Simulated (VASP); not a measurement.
A run of VASP 6.6.1:

Contents of INCAR:

```
SYSTEM = LaSc2F
ALGO = Normal
EDIFF = 1E-7
ENCUT = 520
GGA = PE
ISIF = 2
ISMEAR = 0
LASPH = .TRUE.
LCHARG = .FALSE.
LREAL = .FALSE.
LWAVE = .FALSE.
NBANDS = 28
NELM = 100
PREC = Accurate
SIGMA = 0.1
```

Contents of KPOINTS:

```
k-points
0
G
  4 4 4
  0 0 0
```

POSCAR

```
LaSc2F
1.0
    4.0770660748      0.0000000000      0.0000000000
    0.0000000000      4.0770660748      0.0000000000
    0.0000000000      0.0000000000      5.8498304795
La Sc F
1 2 1
Direct
    0.0000000000      0.0000000000      0.0000000000
    0.0000000000      0.0000000000      0.5000000000
    0.5000000000      0.5000000000      0.0000000000
    0.5000000000      0.5000000000      0.5000000000
```

Potentials or basis: VASP PAW PBE potentials, release 64 (La, Sc_sv, F).

Command:

```bash
$ cat potpaw_PBE.64/La/POTCAR potpaw_PBE.64/Sc_sv/POTCAR potpaw_PBE.64/F/POTCAR > POTCAR
$ mpirun -np 1 vasp_std > vasp.out
```

Hardware: 1 thread of Intel(R) Xeon(R) Platinum 8259CL CPU @ 2.50GHz (Skylake/Cascade Lake) (shared host).

Problem. Estimate the wall time of this run.

Solution. It took 83 s on 1 thread of Intel(R) Xeon(R) Platinum 8259CL CPU @ 2.50GHz (Skylake/Cascade Lake), with other jobs on the host, peak memory 0.23 GiB. Counts: scf iterations 17, k points 18.
